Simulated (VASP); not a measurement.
Set up this calculation in VASP 6.6.1, as the native input.

```
Task                   : single point
Functional             : LDA
Potentials or basis    : VASP PAW LDA potentials, release 64 (Sb)
Cutoff                 : 520 eV
k mesh                 : 14 × 14 × 14
Occupations            : fermi-dirac, width 0.08 eV
Spin                   : no spin polarisation
Dipole correction      : no
Further INCAR settings : ALGO = Normal; EDIFF = 1e-06; NBANDS = 8
```

The structure of Sb lies in POSCAR:

```
Sb
1.0
   -1.8534653190      1.8534653190      1.8534653190
    1.8534653190     -1.8534653190      1.8534653190
    1.8534653190      1.8534653190     -1.8534653190
Sb
1
Direct
    0.0000000000      0.0000000000      0.0000000000
```

These files were run (other wordings do the same):

INCAR

```
PREC     = Accurate       # precision mode
ENCUT    = 520            # plane-wave cutoff, eV
EDIFF    = 1E-6           # SCF threshold, eV
ISMEAR   = -1             # smearing method
SIGMA    = 0.08           # smearing width, eV
LREAL    = F              # projectors in reciprocal space
LASPH    = T              # aspherical terms in the spheres
NELM     = 100            # most SCF steps
ALGO     = Normal         # electronic algorithm
ISIF     = 2              # what is computed and relaxed
LWAVE    = F              # write WAVECAR
LCHARG   = F              # write CHGCAR
GGA      = CA             # functional
NBANDS   = 8              # bands
```

KPOINTS

```
regular mesh
0
Gamma
  14 14 14
```

Potentials or basis: VASP PAW LDA potentials, release 64 (Sb).

Command:

```bash
$ cat potpaw_LDA.64/Sb/POTCAR > POTCAR
$ mpirun -np 1 vasp_std > vasp.out
```

Results of the run:

| Item | Value |
| --- | --- |
| Pressure | 0.1 GPa |

Run time: 5.5 s on 1 thread of Intel(R) Xeon(R) Platinum 8559C (Emerald Rapids), with other jobs on the host, peak memory 0.13 GiB.
